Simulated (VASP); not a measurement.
# MgS (P6_3mc) in VASP: settings compared

Aim: see how the results for MgS move with the level of theory and the settings. Levels: LDA, r2SCAN. Tasks: single point.

Program: VASP 6.6.1. These are calculated values, not measurements. Logs are shortened: lines on timing, memory, paths and dates and some standing lists are left out, and cuts for length are marked.

### Step 1. The cell of the first run

The structure is hexagonal, space group P6_3mc (No. 186). Conventional cell: a = 4.114 Å, b = 4.114 Å, c = 6.558 Å, α = 90.00°, β = 90.00°, γ = 120.00°. S (site symmetry 3m) has 4 Mg at 2.49 to 2.52 Å within 3.3 Å. Within 3.3 Å of Mg (site symmetry 3m) lie 4 S at 2.49 to 2.52 Å.

### Step 2. Single point, LDA

Input file INCAR:

```
PREC     = Accurate       # precision mode
ENCUT    = 520            # plane-wave cutoff, eV
EDIFF    = 1E-7           # SCF threshold, eV
ISMEAR   = -1             # smearing method
SIGMA    = 0.05           # smearing width, eV
LREAL    = F              # projectors in reciprocal space
LASPH    = T              # aspherical terms in the spheres
NELM     = 80             # most SCF steps
ALGO     = Normal         # electronic algorithm
ISIF     = 2              # what is computed and relaxed
LWAVE    = F              # write WAVECAR
LCHARG   = T              # write CHGCAR
LELF     = T              # ELF
LVHAR    = T            
NBANDS   = 16             # bands
```

Input file KPOINTS:

```
regular mesh
0
Gamma
  8 8 4
```

Input file POSCAR:

```
MgS
1.0
    4.1137527396      0.0000000000      0.0000000000
   -2.0568763698      3.5626143774      0.0000000000
    0.0000000000      0.0000000000      6.5584496235
S Mg
2 2
Direct
    0.6666666667      0.3333333333      0.8792441500
    0.3333333333      0.6666666667      0.3792441500
    0.3333333333      0.6666666667      0.9957548500
    0.6666666667      0.3333333333      0.4957548500
```

Potentials or basis: VASP PAW LDA potentials, release 64 (S, Mg).

On the command line:

```sh
cat potpaw_LDA.64/S/POTCAR potpaw_LDA.64/Mg/POTCAR > POTCAR
mpirun -np 1 vasp_std > vasp.out
```

OUTCAR:

```text
PREC = Accurate
   ENCUT = 520
   EDIFF = 1E-7
   ISMEAR = -1
   LREAL = F
   LASPH = T
   NELM = 80
   ISIF = 2

 ion  position               nearest neighbor table
   1  0.667  0.333  0.879-   3 2.49   3 2.49   3 2.49   4 2.52
   2  0.333  0.667  0.379-   4 2.49   4 2.49   4 2.49   3 2.52
   3  0.333  0.667  0.996-   1 2.49   1 2.49   1 2.49   2 2.52
   4  0.667  0.333  0.496-   2 2.49   2 2.49   2 2.49   1 2.52

  LATTYP: Found a hexagonal cell.
 ALAT       =     4.1137527396
 C/A-ratio  =     1.5942741430

  Lattice vectors:

 A1 = (   4.1137527396,   0.0000000000,   0.0000000000)
 A2 = (  -2.0568763698,   3.5626143774,   0.0000000000)
 A3 = (   0.0000000000,   0.0000000000,   6.5584496235)

Analysis of symmetry for initial positions (statically):
=====================================================================
 Subroutine PRICEL returns:
 Original cell was already a primitive cell.

 Routine SETGRP: Setting up the symmetry group for a
 hexagonal supercell.

 Subroutine GETGRP returns: Found 12 space group operations
 (whereof  6 operations were pure point group operations)
 out of a pool of 24 trial point group operations.

The static configuration has the point symmetry C_3v.
 The point group associated with its full space group is C_6v.

Analysis of symmetry for dynamics (positions and initial velocities):
=====================================================================
 Subroutine PRICEL returns:
 Original cell was already a primitive cell.

 Routine SETGRP: Setting up the symmetry group for a
 hexagonal supercell.

 Subroutine GETGRP returns: Found 12 space group operations
 (whereof  6 operations were pure point group operations)
 out of a pool of 24 trial point group operations.

The dynamic configuration has the point symmetry C_3v.
 The point group associated with its full space group is C_6v.

 Subroutine INISYM returns: Found 12 space group operations
 (whereof  6 operations are pure point group operations),
 and found     1 'primitive' translations

----------------------------------------------------------------------------------------

                                     Primitive cell

  volume of cell :      96.1188

[... 85 lines left out ...]
   ICHARG =      2    charge: 1-file 2-atom 10-const
   ISPIN  =      1    spin polarized calculation?
   LNONCOLLINEAR =      F non collinear calculations
   LSORBIT =      F    spin-orbit coupling
   LASPH  =      T    aspherical Exc in radial PAW
   ENCUT  =  520.0 eV  38.22 Ry    6.18 a.u.   7.65  7.65 12.19*2*pi/ulx,y,z
   NELM   =     80;   NELMIN=  2; NELMDL= -5     # of ELM steps
   EDIFF  = 0.1E-06   stopping-criterion for ELM
   LREAL  =      F    real-space projection
   EDIFFG = 0.1E-05   stopping-criterion for IOM
   NSW    =      0    number of steps for IOM
   IBRION =     -1    ionic relax: 0-MD 1-quasi-New 2-CG
   NFREE  =      0    steps in history (QN), initial steepest desc. (CG)
   ISIF   =      2    stress and relaxation
   ISYM   =      2    0-nonsym 1-usesym 2-fastsym
   POTIM  = 0.5000    time-step for ionic-motion
   TEBEG  =    0.0;   TEEND  =   0.0 temperature during run
   PSTRESS=    0.0 pullay stress
   NELECT =      16.0000    total number of electrons
   NUPDOWN=      -1.0000    fix difference up-down
   EMIN   =  10.00;   EMAX   =-10.00  energy-range for DOS
   EFERMI =   0.00;   METHOD = LEGACY
   ISMEAR =    -1;   SIGMA  =   0.05  broadening in eV -4-tet -1-fermi 0-gaus
   EFERMI_NEDOS =   21; number of points for ismear=-14 and -15
   IALGO  =     38    algorithm
   IMIX   =      4    mixing-type and parameters
     AMIX     =   0.40;   BMIX     =  1.00
     AMIX_MAG =   1.60;   BMIX_MAG =  1.00
  volume/ion in A,a.u.               =      24.03       162.16
  Fermi-wavevector in a.u.,A,eV,Ry     =   0.900559  1.701809 11.034410  0.811006
  Thomas-Fermi vector in A             =   2.023531
   LORBIT       =      0    0 simple, 1 ext, 2 COOP (PROOUT), +10 PAW based schemes
   GGA     = CA    functional components
   LHFCALC =     F    Hartree Fock is set to
   AEXX    =    0.0000 exact exchange contribution
   IVDW    =     0    specifies the selected vdW correction
   LEPSILON=     F    determine dielectric tensor
   LRPA    =     F    only Hartree local field effects (RPA)
 non-spin polarized calculation
  energy-cutoff  :      520.00
  volume of cell :       96.12
 maximum number of plane-waves:      2616
 NGX is ok and might be reduce to    32
   NGX = 15   NGY = 15   NGZ = 25

 number of electron      16.0000001 magnetization

 Free energy of the ion-electron system (eV)
  ---------------------------------------------------
  ext. energy  EPLUGINS =         0.00000000
  ---------------------------------------------------
  free energy    TOTEN  =       -18.66654684 eV

  energy without entropy =      -18.66654684  energy(sigma->0) =      -18.66654684

 E-fermi :   1.6440     XC(G=0):  -8.5383

 val. band max:        0.6658365021   @ k =   0.0000   0.0000   0.0000
 cond. band min:       3.5463487244   @ k =   0.0000   0.0000   0.0000
 fundamental gap:      2.8805122224
 Fermi energy:         1.6440180874

 k-point     1 :       0.0000    0.0000    0.0000
  band No.  band energies     occupation
      1     -10.5217      2.00000
      2      -9.8618      2.00000
      3      -2.4328      2.00000
      4       0.1101      2.00000
      5       0.1101      2.00000
      6       0.5126      2.00000
[... 433 lines left out ...]
      3      -2.1322      2.00000
      4      -2.1322      2.00000
      5      -0.1603      2.00000
      6      -0.1603      2.00000
[... 8 lines left out ...]
     15       9.4874      0.00000
     16       9.4874      0.00000

 [... further k-points ...]
[... 5 lines left out ...]
  --------------------------------------------------------------------------------------
  -------------------------------------------------------------------------------------
  Total       -3.0623409     -3.0623409     -3.0480340      0.0000000     -0.0000000      0.0000000
  in kB      -51.0453193    -51.0453193    -50.8068415      0.0000000     -0.0000000      0.0000000
  external PRESSURE =     -50.9658267 kB  Pullay stress =       0.0000000 kB

 VOLUME and BASIS-vectors are now :
 -----------------------------------------------------------------------------
  energy-cutoff  :      520.00
  volume of cell :       96.12
      direct lattice vectors                 reciprocal lattice vectors
     4.113752740  0.000000000  0.000000000     0.243087046  0.140346371  0.000000000
    -2.056876370  3.562614377  0.000000000     0.000000000  0.280692742  0.000000000
     0.000000000  0.000000000  6.558449623     0.000000000  0.000000000  0.152475060

 POSITION                                       TOTAL-FORCE (eV/Angst)
 -----------------------------------------------------------------------------------
      2.05688      1.18754      5.76648        -0.000000      0.000000     -0.057726
     -0.00000      2.37508      2.48725         0.000000     -0.000000     -0.057726
     -0.00000      2.37508      6.53061         0.000000      0.000000      0.057726
      2.05688      1.18754      3.25138        -0.000000     -0.000000      0.057726
 -----------------------------------------------------------------------------------
    total drift:                                0.000000     -0.000000      0.000218

  FREE ENERGIE OF THE ION-ELECTRON SYSTEM (eV)
  ---------------------------------------------------
  free  energy   TOTEN  =       -18.6665468393 eV

  energy  without entropy=      -18.6665468393  energy(sigma->0) =      -18.66654684
```

OSZICAR:

```text
N       E                     dE             d eps       ncg     rms          rms(c)
DAV:   1     0.585401316595E+02    0.58540E+02   -0.58242E+03   960   0.796E+02
DAV:   2    -0.137688275386E+02   -0.72309E+02   -0.65808E+02  1408   0.133E+02
DAV:   3    -0.197168277068E+02   -0.59480E+01   -0.59214E+01  1280   0.413E+01
DAV:   4    -0.197907781167E+02   -0.73950E-01   -0.73937E-01  1184   0.570E+00
DAV:   5    -0.197921341756E+02   -0.13561E-02   -0.13560E-02  1288   0.785E-01    0.551E+00
DAV:   6    -0.187698938258E+02    0.10222E+01   -0.15584E+00  1048   0.567E+00    0.405E+00
DAV:   7    -0.186764467244E+02    0.93447E-01   -0.28813E-01  1176   0.246E+00    0.290E+00
DAV:   8    -0.186701687768E+02    0.62779E-02   -0.36984E-02  1088   0.110E+00    0.186E+00
DAV:   9    -0.186665104805E+02    0.36583E-02   -0.61546E-03  1248   0.441E-01    0.475E-01
DAV:  10    -0.186665482793E+02   -0.37799E-04   -0.29699E-04  1192   0.834E-02    0.221E-01
DAV:  11    -0.186665466907E+02    0.15886E-05   -0.13358E-04  1232   0.551E-02    0.517E-02
DAV:  12    -0.186665468733E+02   -0.18258E-06   -0.43703E-06  1160   0.111E-02    0.354E-02
DAV:  13    -0.186665468363E+02    0.36967E-07   -0.10605E-06  1184   0.529E-03    0.105E-03
DAV:  14    -0.186665468393E+02   -0.30595E-08   -0.11540E-08   720   0.639E-04
   1 F= -.18666547E+02 E0= -.18666547E+02  d E =-.942264E-10
```

Wall time 58 s (1 thread of Intel Xeon 8259CL, shared host); peak memory 0.2 GiB.

What came out:

```yaml
Free_energy: -18.6665 eV
Pressure: -5.1 GPa
Largest_force: 0.058 eV/Å
Band_gap_on_the_k_mesh: 2.88 eV, direct
```

Forces in eV/Å, atoms in the order of the input:
```
S    0.000  0.000 -0.058
S    0.000  0.000 -0.058
Mg   0.000  0.000  0.058
Mg   0.000  0.000  0.058
```

### Step 3. Single point, r2SCAN

This run uses another cell than the first one, of 22.67 Å³/atom, 0.943 times its volume.

Input file POSCAR:

```
MgS
1.0
    4.0346224068      0.0000000000      0.0000000000
   -2.0173112034      3.4940854990      0.0000000000
    0.0000000000      0.0000000000      6.4322941800
S Mg
2 2
Direct
    0.6666666667      0.3333333333      0.8792441500
    0.3333333333      0.6666666667      0.3792441500
    0.3333333333      0.6666666667      0.9957548500
    0.6666666667      0.3333333333      0.4957548500
```

Input file INCAR.step1:

```
SYSTEM = MgS
ALGO = Normal ; EDIFF = 1E-4
ENCUT = 520 ; GGA = PE
ISMEAR = -1 ; LASPH = .TRUE.
LCHARG = .FALSE. ; LREAL = .FALSE.
LWAVE = .TRUE. ; NBANDS = 16
NELM = 60 ; PREC = Accurate
SIGMA = 0.05
```

Input file INCAR.step2:

```
SYSTEM = MgS
ALGO = Normal ; EDIFF = 1E-6
ENCUT = 520 ; ISIF = 2
ISMEAR = -1 ; ISTART = 1
LASPH = .TRUE. ; LCHARG = .FALSE.
LMIXTAU = .TRUE. ; LREAL = .FALSE.
LWAVE = .FALSE. ; METAGGA = R2SCAN
NBANDS = 16 ; NELM = 60
PREC = Accurate ; SIGMA = 0.05
```

Input file KPOINTS:

```
k-points
0
G
  8 8 4
  0 0 0
```

Potentials or basis: VASP PAW PBE potentials, release 64 (S, Mg).

On the command line:

```sh
cat potpaw_PBE.64/S/POTCAR potpaw_PBE.64/Mg/POTCAR > POTCAR
cp INCAR.step1 INCAR
mpirun -np 1 vasp_std > vasp.out
cp INCAR.step2 INCAR
mpirun -np 1 vasp_std > vasp.out
```

OUTCAR:

```text
SYSTEM = MgS
   EDIFF = 1E-6
   ENCUT = 520
   ISIF = 2
   ISMEAR = -1
   ISTART = 1
   LASPH = .TRUE.
   LREAL = .FALSE.
   METAGGA = R2SCAN
   NELM = 60
   PREC = Accurate

 ion  position               nearest neighbor table
   1  0.667  0.333  0.879-   3 2.45   3 2.45   3 2.45   4 2.47
   2  0.333  0.667  0.379-   4 2.45   4 2.45   4 2.45   3 2.47
   3  0.333  0.667  0.996-   1 2.45   1 2.45   1 2.45   2 2.47
   4  0.667  0.333  0.496-   2 2.45   2 2.45   2 2.45   1 2.47

  LATTYP: Found a hexagonal cell.
 ALAT       =     4.0346224068
 C/A-ratio  =     1.5942741430

  Lattice vectors:

 A1 = (   4.0346224068,   0.0000000000,   0.0000000000)
 A2 = (  -2.0173112034,   3.4940854990,   0.0000000000)
 A3 = (   0.0000000000,   0.0000000000,   6.4322941800)

Analysis of symmetry for initial positions (statically):
=====================================================================
 Subroutine PRICEL returns:
 Original cell was already a primitive cell.

 Routine SETGRP: Setting up the symmetry group for a
 hexagonal supercell.

 Subroutine GETGRP returns: Found 12 space group operations
 (whereof  6 operations were pure point group operations)
 out of a pool of 24 trial point group operations.

[... 165 lines left out ...]

  energy without entropy =      -30.93523931  energy(sigma->0) =      -30.93523931

 E-fermi :   1.8879     XC(G=0):  -8.7722

 val. band max:        0.9089772316   @ k =   0.0000   0.0000   0.0000
 cond. band min:       5.0119718158   @ k =   0.0000   0.0000   0.0000
 fundamental gap:      4.1029945842
 Fermi energy:         1.8879278430

 k-point     1 :       0.0000    0.0000    0.0000
  band No.  band energies     occupation
      1     -10.9793      2.00000
      2     -10.2325      2.00000
      3      -2.3399      2.00000
      4       0.3141      2.00000
      5       0.3141      2.00000
      6       0.7398      2.00000
[... 433 lines left out ...]
      3      -1.9889      2.00000
      4      -1.9889      2.00000
      5       0.0367      2.00000
      6       0.0367      2.00000
[... 8 lines left out ...]
     15      10.7483      0.00000
     16      10.7483      0.00000

 [... further k-points ...]
[... 5 lines left out ...]
  --------------------------------------------------------------------------------------
  -------------------------------------------------------------------------------------
  Total       -0.1248989     -0.1248989     -0.2091225      0.0000000      0.0000000     -0.0000000
  in kB       -2.2068194     -2.2068194     -3.6949539      0.0000000      0.0000000     -0.0000000
  external PRESSURE =      -2.7028643 kB  Pullay stress =       0.0000000 kB

 VOLUME and BASIS-vectors are now :
 -----------------------------------------------------------------------------
  energy-cutoff  :      520.00
  volume of cell :       90.68
      direct lattice vectors                 reciprocal lattice vectors
     4.034622407  0.000000000  0.000000000     0.247854669  0.143098960  0.000000000
    -2.017311203  3.494085499  0.000000000     0.000000000  0.286197919  0.000000000
     0.000000000  0.000000000  6.432294180     0.000000000  0.000000000  0.155465526

 POSITION                                       TOTAL-FORCE (eV/Angst)
 -----------------------------------------------------------------------------------
      2.01731      1.16470      5.65556         0.000000      0.000000     -0.056560
     -0.00000      2.32939      2.43941         0.000000     -0.000000     -0.056560
     -0.00000      2.32939      6.40499         0.000000     -0.000000      0.056560
      2.01731      1.16470      3.18884        -0.000000      0.000000      0.056560
 -----------------------------------------------------------------------------------
    total drift:                               -0.000000     -0.000000      0.006059

  FREE ENERGIE OF THE ION-ELECTRON SYSTEM (eV)
  ---------------------------------------------------
  free  energy   TOTEN  =       -30.9352393107 eV

  energy  without entropy=      -30.9352393106  energy(sigma->0) =      -30.93523931
```

OUTCAR.step1:

```text
SYSTEM = MgS
   EDIFF = 1E-4
   ENCUT = 520
   GGA = PE
   ISMEAR = -1
   LASPH = .TRUE.
   LREAL = .FALSE.
   NELM = 60
[... 685 lines left out ...]
     -0.00000      2.32939      2.43941        -0.000000      0.000000     -0.048614
     -0.00000      2.32939      6.40499         0.000000      0.000000      0.048614
      2.01731      1.16470      3.18884        -0.000000      0.000000      0.048614
 -----------------------------------------------------------------------------------
    total drift:                                0.000000     -0.000000     -0.000276

  FREE ENERGIE OF THE ION-ELECTRON SYSTEM (eV)
  ---------------------------------------------------
  free  energy   TOTEN  =       -16.9756484376 eV

  energy  without entropy=      -16.9756484375  energy(sigma->0) =      -16.97564844
```

Run time: 4.1 min. Hardware: 1 thread of Intel Xeon 8259CL, shared host; peak memory 0.22 GiB.

Results:

- Free energy: -30.9352 eV
- Pressure: -0.3 GPa
- Largest force: 0.057 eV/Å
- Band gap on the k mesh: 4.10 eV, direct

Forces in eV/Å, atoms in the order of the input:
```
S    0.000  0.000 -0.057
S    0.000  0.000 -0.057
Mg   0.000  0.000  0.057
Mg   0.000  0.000  0.057
```

Caveat: the PAW data sets were made with another functional, which shifts forces and pressure a little. r2SCAN opens gaps a little over a GGA but as a rule still falls short of measured ones.
